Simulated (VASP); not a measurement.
# Li (P6_3/mmc) in VASP: notebook

The runs below take Li through single point, with PBE.

Program: VASP 6.6.1. These are calculated values, not measurements. Logs are shortened: lines on timing, memory, paths and dates and some standing lists are left out, and cuts for length are marked.

### Step 1. The cell of the first run

It takes space group P6_3/mmc (No. 194, hexagonal). The conventional cell has a = 2.950 Å, b = 2.950 Å, c = 10.239 Å, α = 90.00°, β = 90.00°, γ = 120.00°. Li (site symmetry -3m) has 12 Li at 2.95 to 3.07 Å within 3.9 Å. Li (site symmetry -6m2) has 12 Li at 2.95 to 3.07 Å within 3.9 Å.

### Step 2. Single point, PBE (strained)

Contents of INCAR:

```
  PREC = Accurate
  ENCUT = 520
  EDIFF = 1E-6
  ISMEAR = 0
  SIGMA = 0.1
  LREAL = False
  LASPH = True
  NELM = 100
  ALGO = Normal
  ISIF = 2
  LWAVE = False
  LCHARG = True
  GGA = PE
  LELF = True
  LVHAR = True
  NBANDS = 14
```

Contents of KPOINTS:

```
regular mesh
0
Gamma
  15 15 4
```

Contents of POSCAR:

```
Li
1.0
    2.9501814737      0.0000000000      0.0000000000
   -1.4750907368      2.5549321020      0.0000000000
    0.0000000000      0.0000000000     10.2391941373
Li
4
Direct
    0.0000000000      0.0000000000      0.0000000000
    0.3333333300      0.6666666700      0.2500000000
    0.0000000000      0.0000000000      0.5000000000
    0.6666666700      0.3333333300      0.7500000000
```

Potentials or basis: VASP PAW PBE potentials, release 64 (Li_sv).

Command:

```sh
cat potpaw_PBE.64/Li_sv/POTCAR > POTCAR
mpirun -np 1 vasp_std > vasp.out
```

OUTCAR:

```text
PREC = Accurate
   ENCUT = 520
   EDIFF = 1E-6
   ISMEAR = 0
   LREAL = False
   LASPH = True
   NELM = 100
   ISIF = 2
   GGA = PE

 ion  position               nearest neighbor table
   1  0.000  0.000  0.000-
   2  0.333  0.667  0.250-
   3  0.000  0.000  0.500-
   4  0.667  0.333  0.750-

  LATTYP: Found a hexagonal cell.
 ALAT       =     2.9501814737
 C/A-ratio  =     3.4706997616

  Lattice vectors:

 A1 = (   2.9501814737,   0.0000000000,   0.0000000000)
 A2 = (  -1.4750907368,   2.5549321020,   0.0000000000)
 A3 = (   0.0000000000,   0.0000000000,  10.2391941373)

Analysis of symmetry for initial positions (statically):
=====================================================================
 Subroutine PRICEL returns:
 Original cell was already a primitive cell.

 Routine SETGRP: Setting up the symmetry group for a
 hexagonal supercell.

 Subroutine GETGRP returns: Found 24 space group operations
 (whereof 12 operations were pure point group operations)
 out of a pool of 24 trial point group operations.

The static configuration has the point symmetry D_3d.
 The point group associated with its full space group is D_6h.

Analysis of symmetry for dynamics (positions and initial velocities):
=====================================================================
 Subroutine PRICEL returns:
 Original cell was already a primitive cell.

 Routine SETGRP: Setting up the symmetry group for a
 hexagonal supercell.

 Subroutine GETGRP returns: Found 24 space group operations
 (whereof 12 operations were pure point group operations)
 out of a pool of 24 trial point group operations.

The dynamic configuration has the point symmetry D_3d.
 The point group associated with its full space group is D_6h.

 Subroutine INISYM returns: Found 24 space group operations
 (whereof 12 operations are pure point group operations),
 and found     1 'primitive' translations

----------------------------------------------------------------------------------------

                                     Primitive cell

  volume of cell :      77.1781

  direct lattice vectors                    reciprocal lattice vectors
     2.950181474  0.000000000  0.000000000     0.338962199  0.195699917  0.000000000
    -1.475090737  2.554932102  0.000000000     0.000000000  0.391399834  0.000000000
     0.000000000  0.000000000 10.239194137     0.000000000  0.000000000  0.097663936

  length of vectors
     2.950181474  2.950181474 10.239194137     0.391399834  0.391399834  0.097663936

  position of ions in fractional coordinates (direct lattice)
     0.000000000  0.000000000  0.000000000
     0.333333330  0.666666670  0.250000000
     0.000000000  0.000000000  0.500000000
     0.666666670  0.333333330  0.750000000

  ion indices of the primitive-cell ions
   primitive index   ion index
                 1           1
                 2           2
                 3           3
                 4           4

----------------------------------------------------------------------------------------

 KPOINTS: regular mesh

Automatic generation of k-mesh.
 Grid dimensions read from file:
 generate k-points for:   15   15    4

 Generating k-lattice:

  Cartesian coordinates                     Fractional coordinates (reciprocal lattice)
     0.022597480  0.013046661  0.000000000     0.066666667  0.000000000  0.000000000
     0.000000000  0.026093322  0.000000000     0.000000000  0.066666667  0.000000000
     0.000000000  0.000000000  0.024415984     0.000000000  0.000000000  0.250000000

  Length of vectors
     0.026093322  0.026093322  0.024415984

  Shift w.r.t. Gamma in fractional coordinates (k-lattice)
     0.000000000  0.000000000  0.000000000

 Subroutine IBZKPT returns following result:
 ===========================================

 Found     81 irreducible k-points:

 Following reciprocal coordinates:
            Coordinates               Weight
  0.000000  0.000000  0.000000      1.000000
  0.066667  0.000000  0.000000      6.000000
  0.133333  0.000000  0.000000      6.000000
  0.200000  0.000000  0.000000      6.000000
  0.266667  0.000000  0.000000      6.000000
  0.333333 -0.000000  0.000000      6.000000
[... 16 lines left out ...]
  0.333333  0.200000  0.000000     12.000000
  0.400000  0.200000  0.000000      6.000000
 [... further k-points ...]
   k-points           NKPTS =     81   k-points in BZ     NKDIM =     81   number of bands    NBANDS=     14
   number of dos      NEDOS =    301   number of ions     NIONS =      4
   total plane-waves  NPLWV =  46080
   dimension x,y,z NGX =    24 NGY =   24 NGZ =   80
   dimension x,y,z NGXF=    48 NGYF=   48 NGZF=  160
   ions per type =               4
   NGX,Y,Z   is equivalent  to a cutoff of  13.52, 13.52, 12.99 a.u.
   NGXF,Y,Z  is equivalent  to a cutoff of  27.05, 27.05, 25.98 a.u.
 SYSTEM =  unknown system
   PREC   = accura    normal or accurate (medium, high low for compatibility)
   ISTART =      0    job   : 0-new  1-cont  2-samecut
   ICHARG =      2    charge: 1-file 2-atom 10-const
   ISPIN  =      1    spin polarized calculation?
   LNONCOLLINEAR =      F non collinear calculations
   LSORBIT =      F    spin-orbit coupling
   LASPH  =      T    aspherical Exc in radial PAW
   ENCUT  =  520.0 eV  38.22 Ry    6.18 a.u.   5.49  5.49 19.04*2*pi/ulx,y,z
   NELM   =    100;   NELMIN=  2; NELMDL= -5     # of ELM steps
   EDIFF  = 0.1E-05   stopping-criterion for ELM
   LREAL  =      F    real-space projection
   EDIFFG = 0.1E-04   stopping-criterion for IOM
   NSW    =      0    number of steps for IOM
   IBRION =     -1    ionic relax: 0-MD 1-quasi-New 2-CG
   NFREE  =      0    steps in history (QN), initial steepest desc. (CG)
   ISIF   =      2    stress and relaxation
   ISYM   =      2    0-nonsym 1-usesym 2-fastsym
   POTIM  = 0.5000    time-step for ionic-motion
   TEBEG  =    0.0;   TEEND  =   0.0 temperature during run
   PSTRESS=    0.0 pullay stress
   NELECT =      12.0000    total number of electrons
   NUPDOWN=      -1.0000    fix difference up-down
   EMIN   =  10.00;   EMAX   =-10.00  energy-range for DOS
   EFERMI =   0.00;   METHOD = LEGACY
   ISMEAR =     0;   SIGMA  =   0.10  broadening in eV -4-tet -1-fermi 0-gaus
   EFERMI_NEDOS =   21; number of points for ismear=-14 and -15
   IALGO  =     38    algorithm
   IMIX   =      4    mixing-type and parameters
     AMIX     =   0.40;   BMIX     =  1.00
     AMIX_MAG =   1.60;   BMIX_MAG =  1.00
  volume/ion in A,a.u.               =      19.29       130.21
  Fermi-wavevector in a.u.,A,eV,Ry     =   0.880313  1.663551 10.543857  0.774952
  Thomas-Fermi vector in A             =   2.000657
   LORBIT       =      0    0 simple, 1 ext, 2 COOP (PROOUT), +10 PAW based schemes
   GGA     = PE    functional components
   LHFCALC =     F    Hartree Fock is set to
   AEXX    =    0.0000 exact exchange contribution
   IVDW    =     0    specifies the selected vdW correction
   LEPSILON=     F    determine dielectric tensor
   LRPA    =     F    only Hartree local field effects (RPA)
 non-spin polarized calculation
 Gauss-broadening in eV      SIGMA  =   0.10
  energy-cutoff  :      520.00
  volume of cell :       77.18
 maximum number of plane-waves:      2127
 NGX is ok and might be reduce to    24
   NGX = 11   NGY = 11   NGZ = 39

 number of electron      12.0000035 magnetization

 Free energy of the ion-electron system (eV)
  ---------------------------------------------------
  ext. energy  EPLUGINS =         0.00000000
  ---------------------------------------------------
  free energy    TOTEN  =        -7.60608584 eV

  energy without entropy =       -7.59585643  energy(sigma->0) =       -7.60097113

 E-fermi :   0.7975     XC(G=0):  -7.1653

 val. band max:        0.7955367789   @ k =   0.3333   0.2000   0.0000
 cond. band min:       0.8044575804   @ k =   0.4000   0.0000   0.0000
 fundamental gap:      0.0089208015
 Fermi energy:         0.7974543899

 k-point     1 :       0.0000    0.0000    0.0000
  band No.  band energies     occupation
      1     -45.6904      2.00000
      2     -45.6820      2.00000
      3     -45.6815      2.00000
      4     -45.6730      2.00000
      5      -2.8568      2.00000
      6      -1.8160      2.00000
      7      -1.8158      2.00000
      8       0.4064      2.00000
      9       3.3765      0.00000
     10       8.0851      0.00000
     11       8.0869      0.00000
     12      14.4669      0.00000
     13      14.4670      0.00000
     14      14.5400      0.00000

 k-point     2 :       0.0667    0.0000    0.0000
  band No.  band energies     occupation
      1     -45.6894      2.00000
      2     -45.6812      2.00000
      3     -45.6807      2.00000
      4     -45.6724      2.00000
      5      -2.7818      2.00000
      6      -1.7381      2.00000
      7      -1.7379      2.00000
      8       0.5071      1.99996
      9       3.4071      0.00000
     10       8.1311      0.00000
     11       8.1345      0.00000
     12      13.5760      0.00000
     13      13.8279      0.00000
     14      14.4647      0.00000

 k-point     3 :       0.1333    0.0000    0.0000
  band No.  band energies     occupation
      1     -45.6867      2.00000
      2     -45.6790      2.00000
      3     -45.6785      2.00000
      4     -45.6707      2.00000
      5      -2.5572      2.00000
      6      -1.5053      2.00000
      7      -1.5050      2.00000
      8       0.8090      0.87067
      9       3.4948      0.00000
     10       8.2504      0.00000
     11       8.2640      0.00000
     12      11.8998      0.00000
     13      12.8716      0.00000
     14      12.9967      0.00000
[... 324 lines left out ...]
 k-point    23 :       0.3333    0.2000    0.0000
  band No.  band energies     occupation
      1     -45.6651      2.00000
      2     -45.6630      2.00000
      3     -45.6625      2.00000
      4     -45.6605      2.00000
      5       0.7955      1.02164
      6       1.7074      0.00000
      7       1.7475      0.00000
      8       3.2522      0.00000
      9       4.7999      0.00000
     10       5.0430      0.00000
     11       5.4566      0.00000
     12       5.5197      0.00000
     13       6.5866      0.00000
     14       8.3451      0.00000

 k-point    24 :       0.4000    0.2000    0.0000
  band No.  band energies     occupation
      1     -45.6639      2.00000
      2     -45.6623      2.00000
      3     -45.6618      2.00000
      4     -45.6604      2.00000
      5       1.4800      0.00000
      6       1.9805      0.00000
      7       2.1977      0.00000
      8       2.6874      0.00000
      9       4.3497      0.00000
     10       4.4489      0.00000
     11       5.6072      0.00000
     12       6.2642      0.00000
     13       6.4487      0.00000
     14       7.0937      0.00000

 [... further k-points ...]

------------------------ aborting loop because EDIFF is reached ----------------------------------------

  FORCE on cell =-STRESS in cart. coord.  units (eV):
  Direction    XX          YY          ZZ          XY          YZ          ZX
  --------------------------------------------------------------------------------------
  -------------------------------------------------------------------------------------
  Total        0.5050319      0.5050319     -0.1230463      0.0000000      0.0000000      0.0000000
  in kB       10.4842049     10.4842049     -2.5543788      0.0000000      0.0000000      0.0000000
  external PRESSURE =       6.1380104 kB  Pullay stress =       0.0000000 kB

 VOLUME and BASIS-vectors are now :
 -----------------------------------------------------------------------------
  energy-cutoff  :      520.00
  volume of cell :       77.18
      direct lattice vectors                 reciprocal lattice vectors
     2.950181474  0.000000000  0.000000000     0.338962199  0.195699917  0.000000000
    -1.475090737  2.554932102  0.000000000     0.000000000  0.391399834  0.000000000
     0.000000000  0.000000000 10.239194137     0.000000000  0.000000000  0.097663936

 POSITION                                       TOTAL-FORCE (eV/Angst)
 -----------------------------------------------------------------------------------
      0.00000      0.00000      0.00000        -0.000000      0.000000     -0.000000
     -0.00000      1.70329      2.55980        -0.000000      0.000000      0.000000
      0.00000      0.00000      5.11960         0.000000      0.000000     -0.000000
      1.47509      0.85164      7.67940         0.000000      0.000000     -0.000000
 -----------------------------------------------------------------------------------
    total drift:                                0.000000      0.000000     -0.000000

  FREE ENERGIE OF THE ION-ELECTRON SYSTEM (eV)
  ---------------------------------------------------
  free  energy   TOTEN  =        -7.6060858375 eV

  energy  without entropy=       -7.5958564318  energy(sigma->0) =       -7.60097113
```

Run time: 79 s. Hardware: 1 thread of Oxide Virtual Turin-like, shared host; peak memory 0.18 GiB.

What came out:

* Free energy: -7.6061 eV
* Band gap on the k mesh: zero (band 6 reaches 2.57 eV, above the bottom of band 7 at -1.82 eV)

Caveat: the cell differs from its parent crystal (strained); the cutoff is under 1.25 times the usual one of these potentials, so pressure, stress and relaxed cells hold a basis-set (Pulay) error.

### Step 3. Single point, PBE (strained)

Contents of INCAR:

```
PREC = Accurate
ENCUT = 520
EDIFF = 1E-6
ISMEAR = 0
SIGMA = 0.1
LREAL = F
LASPH = T
NELM = 100
ALGO = Fast
ISIF = 2
LWAVE = F
LCHARG = T
GGA = PE
LELF = T
LVHAR = T
NBANDS = 14
```

Contents of KPOINTS:

```
Automatic mesh
0
Gamma
  15 15 4
```

Contents of POSCAR:

```
Li
1.0
    3.0280741540      0.0000000000      0.0000000000
   -1.5140370770      2.6223891419      0.0000000000
    0.0000000000      0.0000000000      9.8884717279
Li
4
Direct
    0.0000000000      0.0000000000      0.0000000000
    0.3333333300      0.6666666700      0.2500000000
    0.0000000000      0.0000000000      0.5000000000
    0.6666666700      0.3333333300      0.7500000000
```

Potentials or basis: VASP PAW PBE potentials, release 64 (Li_sv).

Command:

```sh
cat potpaw_PBE.64/Li_sv/POTCAR > POTCAR
mpirun -np 1 vasp_std > vasp.out
```

Run time: 1.8 min. Hardware: 1 thread of Oxide Virtual Turin-like, shared host; peak memory 0.19 GiB.

The run converged. Its results:

* Free energy: -7.6234 eV
* Band gap on the k mesh: zero (band 6 reaches 2.31 eV, above the bottom of band 7 at -1.76 eV)

Levels at points of the mesh, in eV from the Fermi level:
| k point | band 4 | band 5 | band 6 | band 7 | band 8 | band 9 |
| --- | --- | --- | --- | --- | --- | --- |
| (0.00, 0.00, 0.00) | -46.46 | -3.60 | -2.48 | -2.48 | -0.03 | 3.03 |
| (0.00, 0.00, 0.50) | -46.46 | -3.32 | -3.32 | -1.13 | -1.13 | 4.81 |

Caveat: the cell differs from its parent crystal (strained); the cutoff is under 1.25 times the usual one of these potentials, so pressure, stress and relaxed cells hold a basis-set (Pulay) error.

(Continued in part 2 of 2.)
